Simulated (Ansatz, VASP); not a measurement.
## BN in VASP and in Ansatz

File INCAR:

```
ALGO = Normal
EDIFF = 1E-7
ENCUT = 520
GGA = PE
ISIF = 2
ISMEAR = 1
IVDW = 12
LASPH = True
LCHARG = False
LREAL = False
LWAVE = False
NBANDS = 16
NELM = 100
PREC = Accurate
SIGMA = 0.05
```

The input KPOINTS:

```
k-points
0
Gamma
  12 12 4
```

Contents of POSCAR:

```
BN
1.0
    2.5061127838      0.0000000000      0.0000000000
   -1.2530563919      2.1703573356      0.0000000000
    0.0000000000      0.0000000000      6.5923998870
B N
2 2
Direct
   -0.0674759737     -0.0196741796      0.5000000000
    0.3876002963      0.6597229485      0.0000000000
    0.0601398039      0.0053584693      0.0000000000
    0.6167210090      0.3485174124      0.5000000000
```

Input for Ansatz:

```yaml
crystal:
  lattice:
    - [2.5061127838, 0.0, 0.0]
    - [-1.2530563919, 2.1703573356, 0.0]
    - [0.0, 0.0, 6.592399887]
  atoms:
    - { symbol: B, position: [-0.0674759737, -0.0196741796, 0.5] }
    - { symbol: B, position: [0.3876002963, 0.6597229485, 0.0] }
    - { symbol: "N", position: [0.0601398039, 0.0053584693, 0.0] }
    - { symbol: "N", position: [0.616721009, 0.3485174124, 0.5] }
basis:
  ecutwfc: 520.0
kpoints:
  mp_grid: { grid: [12, 12, 4] }
hamiltonian:
  xc: pbe
  dispersion: d3bj
scf:
  occupations: { method: methfessel_paxton, width: 0.05 }
output:
  forces: true
  stress: true
  eigenvalues: true
```

Change from the starting cell: mode 4 frozen in at -0.145 Å and mode 10 at -0.043 Å (largest displacements).

Alike in both runs: task single point; functional PBE; dispersion D3(BJ); k mesh 12 × 12 × 4; occupations methfessel-paxton of order 1, width 0.05 eV; no spin polarisation.

```csv
,VASP,Ansatz
version,VASP 6.6.1,Ansatz 0.2.0
potentials or method,"VASP PAW PBE potentials, release 64 (B, N), cutoff 520 eV","scalar-relativistic, plane waves, PAW"
valence electrons in the cell,16,16
```

Ansatz gave:

| Property | Result |
| --- | --- |
| gap on the k mesh at the Fermi level (eV) | 4.06 |
| least direct gap on the mesh (eV) | 4.34 |
| pressure (GPa) | 1.4 |
| traceless stress, the component that is largest in VASP (GPa) | 6.95 |
| rms of the force components (eV/Å) | 1.500 |

Task: Estimate VASP's values.

Result: gap on the k mesh at the Fermi level (eV): 4.06; least direct gap on the mesh (eV): 4.34; pressure (GPa): 1.4; traceless stress, the component that is largest in VASP (GPa): 7.05; rms of the force components (eV/Å): 1.497.

Atom by atom the forces differ by 0.004 eV/Å (rms over components).
